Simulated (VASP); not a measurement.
Write the native input for VASP 6.6.1 that does the following.

```
Task                   : single point
Functional             : PBE
Potentials or basis    : VASP PAW PBE potentials, release 64 (Ba_sv, Br)
Cutoff                 : 520 eV
k mesh                 : 6 × 6 × 4
Occupations            : gaussian, width 0.1 eV
Spin                   : no spin polarisation
Dipole correction      : no
Further INCAR settings : ALGO = Normal; EDIFF = 1e-07; NBANDS = 16
```

The structure of BaBr lies in POSCAR:

```
BaBr
1.0
    4.2953505685      0.0000000000      0.0000000000
   -2.1476752843      3.7198827105      0.0000000000
    0.0000000000      0.0000000000      4.7407700128
Ba Br
1 1
Direct
    0.6666666667      0.3333333333      0.5000000000
    0.0000000000      0.0000000000      0.0000000000
```

These files were run (other wordings do the same):

INCAR

```
SYSTEM = BaBr
  PREC = Accurate
  ENCUT = 520
  EDIFF = 1E-7
  ISMEAR = 0
  SIGMA = 0.1
  LREAL = .False.
  LASPH = .True.
  NELM = 80
  ALGO = Normal
  ISIF = 2
  LWAVE = .False.
  LCHARG = .True.
  GGA = PE
  LELF = .True.
  LVHAR = .True.
  NBANDS = 16
```

KPOINTS

```
regular mesh
0
Gamma
  6 6 4
  0 0 0
```

Potentials or basis: VASP PAW PBE potentials, release 64 (Ba_sv, Br).

Command:

```bash
$ cat potpaw_PBE.64/Ba_sv/POTCAR potpaw_PBE.64/Br/POTCAR > POTCAR
$ mpirun -np 1 vasp_std > vasp.out
```

Results of the run:

```yaml
Pressure: 0.5 GPa
```

Caveat: an odd number of electrons without spin polarisation forces a metal; a magnetic or distorted state may lie lower.

It took 18 s on 1 thread of AMD EPYC 9R14 (Zen 4) (shared host), peak memory 0.16 GiB.
